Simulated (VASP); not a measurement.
Sb, 1 atom in the cell. Symmetry: Im-3m, No. 229, cubic system. Conventional cell: a = 3.450 Å, b = 3.450 Å, c = 3.450 Å, α = 90.00°, β = 90.00°, γ = 90.00°. Within 3.9 Å of Sb (site symmetry m-3m) lie 14 Sb at 2.99 to 3.45 Å. 

```yaml
Program: VASP 6.6.1
Task: single point
Functional: PBE
Potentials_or_basis: VASP PAW PBE potentials, release 64 (Sb)
Cutoff: 500 eV
k_mesh: 8 × 8 × 8
Occupations: fermi-dirac, width 0.1 eV
Spin: no spin polarisation
Dipole_correction: no
Further_INCAR_settings: ALGO = Normal; EDIFF = 1e-06; NBANDS = 8
```

Potentials or basis: VASP PAW PBE potentials, release 64 (Sb).

Launch:

```console
$ cat potpaw_PBE.64/Sb/POTCAR > POTCAR
$ mpirun -np 1 vasp_std > vasp.out
```

Hardware: 1 thread of AMD EPYC 7R13, with other jobs on the host.

**Question.** Estimate the wall time of this run.

**Answer.** It took 7.3 s on 1 thread of AMD EPYC 7R13, with other jobs on the host, peak memory 0.11 GiB. Counts: scf iterations 9, k points 29.
